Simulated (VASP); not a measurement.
Li16H (a cell with a defect), 17 atoms in the cell. The cell holds a defect, 17 atoms: a = 6.980 Å, b = 6.980 Å, c = 6.980 Å, α = 90.00°, β = 90.00°, γ = 90.00°. 

```yaml
Program: VASP 6.6.1
Task: single point
Functional: PBE
Potentials_or_basis: VASP PAW PBE potentials, release 64 (Li_sv, H)
Cutoff: 520 eV
k_mesh: 4 × 4 × 4
Occupations: gaussian, width 0.05 eV
Spin: no spin polarisation
Dipole_correction: no
Further_INCAR_settings: LREAL = Auto; ALGO = Normal; EDIFF = 1e-06; NBANDS = 38
```

Potentials or basis: VASP PAW PBE potentials, release 64 (Li_sv, H).

The run is started by

```bash
$ cat potpaw_PBE.64/Li_sv/POTCAR potpaw_PBE.64/H/POTCAR > POTCAR
$ mpirun -np 1 vasp_std > vasp.out
```

Hardware: 1 thread of Intel Xeon 8259CL, with other jobs on the host.

Q: How long does it take, and how much memory?

A: Wall time 27 min on 1 thread of Intel Xeon 8259CL, on a shared host, peak memory 0.54 GiB. Counts: scf iterations 15, k points 36.
